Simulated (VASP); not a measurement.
# Co (P-3m1) in VASP: notebook, part 2 of 2

VASP 6.6.1.

## Step 4: Single point, LDA, collinear spin, ferromagnetic start

This run uses another cell than the first one, of 11.10 Å³/atom, 1.041 times its volume.

INCAR

```
SYSTEM = Co
ALGO     = Normal         ! electronic algorithm
EDIFF    = 1E-6           ! SCF threshold, eV
ENCUT    = 520            ! plane-wave cutoff, eV
GGA      = CA             ! functional
ISIF     = 2              ! what is computed and relaxed
ISMEAR   = -1             ! smearing method
ISPIN    = 2              ! spin polarisation
LASPH    = .True.         ! aspherical terms in the spheres
LCHARG   = .True.         ! write CHGCAR
LELF     = .True.         ! ELF
LMAXMIX  = 4              ! l up to which the mixer works
LORBIT   = 11             ! projections on sites
LREAL    = .False.        ! projectors in reciprocal space
LVHAR    = .True.       
LWAVE    = .False.        ! write WAVECAR
MAGMOM   = 2 2            ! initial moments
NBANDS   = 20             ! bands
NELM     = 150            ! most SCF steps
PREC     = Accurate       ! precision mode
SIGMA    = 0.05           ! smearing width, eV
```

KPOINTS

```
k-points
0
Gamma
  12 12 7
  0 0 0
```

POSCAR

```
Co
1.0
    2.5038379689      0.0000000000      0.0000000000
   -1.2519189845      2.1683872881      0.0000000000
    0.0000000000      0.0000000000      4.0901994896
Co
2
Direct
    0.3333333333      0.6666666667      0.7401390000
    0.6666666667      0.3333333333      0.2598610000
```

Potentials or basis: VASP PAW LDA potentials, release 64 (Co).

Started as:

```console
$ cat potpaw_LDA.64/Co/POTCAR > POTCAR
$ mpirun -np 1 vasp_std > vasp.out
```

OUTCAR:

```text
SYSTEM = Co
   EDIFF = 1E-6
   ENCUT = 520
   GGA = CA
   ISIF = 2
   ISMEAR = -1
   ISPIN = 2
   LASPH = .True.
   LORBIT = 11
   LREAL = .False.
   NELM = 150
   PREC = Accurate

 ion  position               nearest neighbor table
   1  0.333  0.667  0.740-   2 2.44   2 2.44   2 2.44   2 2.57   2 2.57   2 2.57
   2  0.667  0.333  0.260-   1 2.44   1 2.44   1 2.44   1 2.57   1 2.57   1 2.57

  LATTYP: Found a hexagonal cell.
 ALAT       =     2.5038379689
 C/A-ratio  =     1.6335719565

  Lattice vectors:

 A1 = (   2.5038379689,   0.0000000000,   0.0000000000)
 A2 = (  -1.2519189845,   2.1683872881,   0.0000000000)
 A3 = (   0.0000000000,   0.0000000000,   4.0901994896)

Analysis of symmetry for initial positions (statically):
=====================================================================
 Subroutine PRICEL returns:
 Original cell was already a primitive cell.

 Routine SETGRP: Setting up the symmetry group for a
 hexagonal supercell.

 Subroutine GETGRP returns: Found 12 space group operations
 (whereof 12 operations were pure point group operations)
 out of a pool of 24 trial point group operations.

The static configuration has the point symmetry D_3d.

[... 741 lines left out ...]
      1       0.9821      1.00000
      2       5.5034      1.00000
      3       8.5141      1.00000
      4       8.5992      1.00000
      5       8.5992      1.00000
      6       8.9091      1.00000
[... 541 lines left out ...]
     19      35.9823      0.00000
     20      37.0395      0.00000

 [... further k-points ...]
[... 5 lines left out ...]
  --------------------------------------------------------------------------------------
  -------------------------------------------------------------------------------------
  Total       -2.9108681     -2.9108681     -3.2716894      0.0000000      0.0000000      0.0000000
  in kB     -210.0126932   -210.0126932   -236.0451494      0.0000000      0.0000000      0.0000000
  external PRESSURE =    -218.6901786 kB  Pullay stress =       0.0000000 kB

 VOLUME and BASIS-vectors are now :
 -----------------------------------------------------------------------------
  energy-cutoff  :      520.00
  volume of cell :       22.21
      direct lattice vectors                 reciprocal lattice vectors
     2.503837969  0.000000000  0.000000000     0.399386866  0.230586115  0.000000000
    -1.251918985  2.168387288  0.000000000     0.000000000  0.461172229  0.000000000
     0.000000000  0.000000000  4.090199490     0.000000000  0.000000000  0.244486853

 POSITION                                       TOTAL-FORCE (eV/Angst)
 -----------------------------------------------------------------------------------
     -0.00000      1.44559      3.02732         0.000000     -0.000000      0.345778
      1.25192      0.72280      1.06288        -0.000000      0.000000     -0.345778
 -----------------------------------------------------------------------------------
    total drift:                               -0.000000      0.000000      0.000000

  FREE ENERGIE OF THE ION-ELECTRON SYSTEM (eV)
  ---------------------------------------------------
  free  energy   TOTEN  =       -16.0610955891 eV

  energy  without entropy=      -16.0436501165  energy(sigma->0) =      -16.05237285

 total charge

# of ion       s       p       d       tot
------------------------------------------
    1        0.480   0.498   7.267   8.245
    2        0.480   0.498   7.267   8.245
--------------------------------------------------
tot          0.961   0.996  14.535  16.491

 magnetization (x)

# of ion       s       p       d       tot
------------------------------------------
    1       -0.012  -0.038   1.625   1.575
    2       -0.012  -0.038   1.625   1.575
--------------------------------------------------
tot         -0.025  -0.075   3.251   3.151
```

stdout:

```text
POSCAR found type information on POSCAR Co
 POSCAR found :  1 types and       2 ions
 scaLAPACK will be used
 LDA part: xc-table for (Slater(with rela. corr.)+CA(PZ))
 , standard interpolation
 POSCAR, INCAR and KPOINTS ok, starting setup
 FFT: planning ... GRIDC
 FFT: planning ... GRID_SOFT
 FFT: planning ... GRID
 WAVECAR not read
 entering main loop
```

Run time: 88 s. Hardware: 1 thread of AMD EPYC 9R45 (Zen 5), shared host; peak memory 0.15 GiB.

What came out:

* Free energy: -16.0611 eV
* Pressure: -21.9 GPa
* Largest force: 0.346 eV/Å
* Net moment: 3.14 μB per cell
* Site moments: Co +1.57 μB
* Valence electrons inside the program's atomic spheres: Co 8.24

Forces on the atoms (eV/Å):
```
Co   0.000  0.000  0.346
Co   0.000  0.000 -0.346
```

## Step 5: Single point, PBEsol, collinear spin, ferromagnetic start

This run uses another cell than the first one, of 11.10 Å³/atom, 1.041 times its volume.

INCAR

```
SYSTEM = Co
  PREC = Accurate
  ENCUT = 520
  EDIFF = 1E-6
  ISMEAR = -1
  SIGMA = 0.05
  LREAL = .False.
  LASPH = .True.
  NELM = 150
  ALGO = Normal
  ISIF = 2
  LWAVE = .False.
  LCHARG = .True.
  ISPIN = 2
  MAGMOM = 2 2
  LORBIT = 11
  LMAXMIX = 4
  GGA = PS
  LELF = .True.
  LVHAR = .True.
  NBANDS = 20
```

KPOINTS

```
Automatic mesh
0
Gamma
  12 12 7
  0 0 0
```

POSCAR is that of step 4.

Potentials or basis: VASP PAW PBE potentials, release 64 (Co).

Started as:

```console
$ cat potpaw_PBE.64/Co/POTCAR > POTCAR
$ mpirun -np 1 vasp_std > vasp.out
```

OUTCAR:

```text
SYSTEM = Co
   PREC = Accurate
   ENCUT = 520
   EDIFF = 1E-6
   ISMEAR = -1
   LREAL = .False.
   LASPH = .True.
   NELM = 150
   ISIF = 2
   ISPIN = 2
   LORBIT = 11
   GGA = PS

 ion  position               nearest neighbor table
   1  0.333  0.667  0.740-   2 2.44   2 2.44   2 2.44   2 2.57   2 2.57   2 2.57
   2  0.667  0.333  0.260-   1 2.44   1 2.44   1 2.44   1 2.57   1 2.57   1 2.57

  LATTYP: Found a hexagonal cell.
 ALAT       =     2.5038379689
 C/A-ratio  =     1.6335719565

  Lattice vectors:

 A1 = (   2.5038379689,   0.0000000000,   0.0000000000)
 A2 = (  -1.2519189845,   2.1683872881,   0.0000000000)
[... 1318 lines left out ...]

 VOLUME and BASIS-vectors are now :
 -----------------------------------------------------------------------------
  energy-cutoff  :      520.00
  volume of cell :       22.21
      direct lattice vectors                 reciprocal lattice vectors
     2.503837969  0.000000000  0.000000000     0.399386866  0.230586115  0.000000000
    -1.251918985  2.168387288  0.000000000     0.000000000  0.461172229  0.000000000
     0.000000000  0.000000000  4.090199490     0.000000000  0.000000000  0.244486853

 POSITION                                       TOTAL-FORCE (eV/Angst)
 -----------------------------------------------------------------------------------
     -0.00000      1.44559      3.02732        -0.000000      0.000000      0.368253
      1.25192      0.72280      1.06288         0.000000     -0.000000     -0.368253
 -----------------------------------------------------------------------------------
    total drift:                               -0.000000      0.000000      0.000000

  FREE ENERGIE OF THE ION-ELECTRON SYSTEM (eV)
  ---------------------------------------------------
  free  energy   TOTEN  =       -15.3851754321 eV

  energy  without entropy=      -15.3699584097  energy(sigma->0) =      -15.37756692

 total charge

# of ion       s       p       d       tot
------------------------------------------
    1        0.482   0.508   7.244   8.233
    2        0.482   0.508   7.244   8.233
--------------------------------------------------
tot          0.963   1.015  14.487  16.466

 magnetization (x)

# of ion       s       p       d       tot
------------------------------------------
    1       -0.014  -0.050   1.724   1.660
    2       -0.014  -0.050   1.724   1.660
--------------------------------------------------
tot         -0.027  -0.100   3.447   3.320
```

OSZICAR:

```text
N       E                     dE             d eps       ncg     rms          rms(c)
DAV:   1     0.851822523358E+02    0.85182E+02   -0.82423E+03  9336   0.123E+03
DAV:   2    -0.133168234162E+02   -0.98499E+02   -0.88594E+02  9112   0.217E+02
DAV:   3    -0.178312934811E+02   -0.45145E+01   -0.43338E+01 10140   0.566E+01
DAV:   4    -0.178989619628E+02   -0.67668E-01   -0.67619E-01 10844   0.611E+00
DAV:   5    -0.179010053761E+02   -0.20434E-02   -0.20433E-02 10324   0.101E+00    0.156E+01
DAV:   6    -0.159376298250E+02    0.19634E+01   -0.90584E+00 10144   0.614E+01    0.748E+00
DAV:   7    -0.154236330803E+02    0.51400E+00   -0.14668E+00 10368   0.226E+01    0.384E+00
DAV:   8    -0.154022563958E+02    0.21377E-01   -0.17224E-02 12172   0.121E+00    0.163E+00
DAV:   9    -0.153864119575E+02    0.15844E-01   -0.30216E-03 14660   0.963E-01    0.485E-01
DAV:  10    -0.153853590374E+02    0.10529E-02   -0.48438E-04 11572   0.262E-01    0.162E-01
DAV:  11    -0.153851836211E+02    0.17542E-03   -0.93560E-05 13252   0.145E-01    0.327E-02
DAV:  12    -0.153851786941E+02    0.49270E-05   -0.66863E-06  9816   0.237E-02    0.192E-02
DAV:  13    -0.153851751582E+02    0.35359E-05   -0.11459E-06  6924   0.125E-02    0.814E-03
DAV:  14    -0.153851754321E+02   -0.27399E-06   -0.61871E-07  5640   0.664E-03
   1 F= -.15385175E+02 E0= -.15377567E+02  d E =-.152170E-01  mag=     3.2843
```

Run time: 98 s. Hardware: 1 thread of AMD EPYC 9R45 (Zen 5), shared host; peak memory 0.15 GiB.

What came out:

* Free energy: -15.3852 eV
* Pressure: -13.6 GPa
* Largest force: 0.368 eV/Å
* Net moment: 3.28 μB per cell
* Site moments: Co +1.66 μB
* Valence electrons inside the program's atomic spheres: Co 8.23

Forces in eV/Å, atoms in the order of the input:
```
Co   0.000  0.000  0.368
Co   0.000  0.000 -0.368
```

Caveat: the PAW data sets were made with another functional, which shifts forces and pressure a little.

## Step 6: Single point, LDA, collinear spin, ferromagnetic start

This run uses another cell than the first one, of 11.32 Å³/atom, 1.061 times its volume.

INCAR

```
SYSTEM = Co
ALGO     = Normal         ! electronic algorithm
EDIFF    = 1E-6           ! SCF threshold, eV
ENCUT    = 520            ! plane-wave cutoff, eV
GGA      = CA             ! functional
ISIF     = 2              ! what is computed and relaxed
ISMEAR   = -1             ! smearing method
ISPIN    = 2              ! spin polarisation
LASPH    = .True.         ! aspherical terms in the spheres
LCHARG   = .True.         ! write CHGCAR
LELF     = .True.         ! ELF
LMAXMIX  = 4              ! l up to which the mixer works
LORBIT   = 11             ! projections on sites
LREAL    = .False.        ! projectors in reciprocal space
LVHAR    = .True.       
LWAVE    = .False.        ! write WAVECAR
MAGMOM   = 2 2            ! initial moments
NBANDS   = 20             ! bands
NELM     = 150            ! most SCF steps
PREC     = Accurate       ! precision mode
SIGMA    = 0.05           ! smearing width, eV
```

KPOINTS

```
k-points
0
Gamma
  12 12 7
  0 0 0
```

POSCAR

```
Co
1.0
    2.5200971126      0.0000000000      0.0000000000
   -1.2600485563      2.1824681195      0.0000000000
    0.0000000000      0.0000000000      4.1167599708
Co
2
Direct
    0.3333333333      0.6666666667      0.7401390000
    0.6666666667      0.3333333333      0.2598610000
```

Potentials or basis: VASP PAW LDA potentials, release 64 (Co).

Started as:

```console
$ cat potpaw_LDA.64/Co/POTCAR > POTCAR
$ mpirun -np 1 vasp_std > vasp.out
```

Wall time 88 s (1 thread of AMD EPYC 9R45 (Zen 5), shared host); peak memory 0.15 GiB.

It converged, with:

```
Free energy                                           : -15.9980 eV
Pressure                                              : -24.6 GPa
Largest force                                         : 0.287 eV/Å
Net moment                                            : 3.19 μB per cell
Site moments                                          : Co +1.60 μB
Valence electrons inside the program's atomic spheres : Co 8.21
```

Forces on the atoms (eV/Å):
```
Co   0.000  0.000  0.287
Co   0.000  0.000 -0.287
```

Stress tensor (GPa, compression positive):
```
-23.75   0.00   0.00
  0.00 -23.75   0.00
  0.00   0.00 -26.35
```

Levels at points of the mesh, in eV from the Fermi level:
Spin up:
```
           k point  band 8  band 9  band 10  band 11  band 12  band 13  band 14  band 15
(0.00, 0.00, 0.00)   -1.72   -1.72    -0.70    -0.70    -0.13     5.88    21.74    23.90
(0.50, 0.00, 0.00)   -0.57   -0.53    -0.41     1.31     3.21     9.15    10.05    12.27
```
Spin down:
```tsv
k point	band 3	band 4	band 5	band 6	band 7	band 8	band 9	band 10	band 11	band 12
(0.00, 0.00, 0.00)	-1.03	-0.94	-0.94	-0.64	-0.64	-0.14	-0.14	0.04	0.95	0.95
(0.50, 0.00, 0.00)	-3.04	-1.59	-1.06	-1.00	-0.62	1.09	1.17	1.25	2.45	4.16
```

## Step 7: The runs side by side

```tsv
level	potentials or basis	cell	gap on the mesh (eV)	pressure (GPa)	moment (μB)	largest force (eV/Å)
PBEsol	VASP PAW PBE potentials, release 64 (Co)	a = 2.471, b = 2.471, c = 4.036 Å, angles 90.0, 90.0, 120.0°, 2 atoms	none	-6.0	3.21	0.50
LDA	VASP PAW LDA potentials, release 64 (Co)	a = 2.487, b = 2.487, c = 4.063 Å, angles 90.0, 90.0, 120.0°, 2 atoms	none	-18.8	3.09	0.41
LDA	VASP PAW LDA potentials, release 64 (Co)	a = 2.504, b = 2.504, c = 4.090 Å, angles 90.0, 90.0, 120.0°, 2 atoms	none	-21.9	3.14	0.35
PBEsol	VASP PAW PBE potentials, release 64 (Co)	a = 2.504, b = 2.504, c = 4.090 Å, angles 90.0, 90.0, 120.0°, 2 atoms	none	-13.6	3.28	0.37
LDA	VASP PAW LDA potentials, release 64 (Co)	a = 2.520, b = 2.520, c = 4.117 Å, angles 90.0, 90.0, 120.0°, 2 atoms	none	-24.6	3.19	0.29
```

Alike in all rows: task single point; spin collinear, ferromagnetic start; k mesh 12 × 12 × 7; cutoff (eV) 520; smearing fermi-dirac 0.05 eV.

Caveats: the PAW data sets were made with another functional, which shifts forces and pressure a little (some runs).

Absolute energies hang on the potentials; compare differences alone.
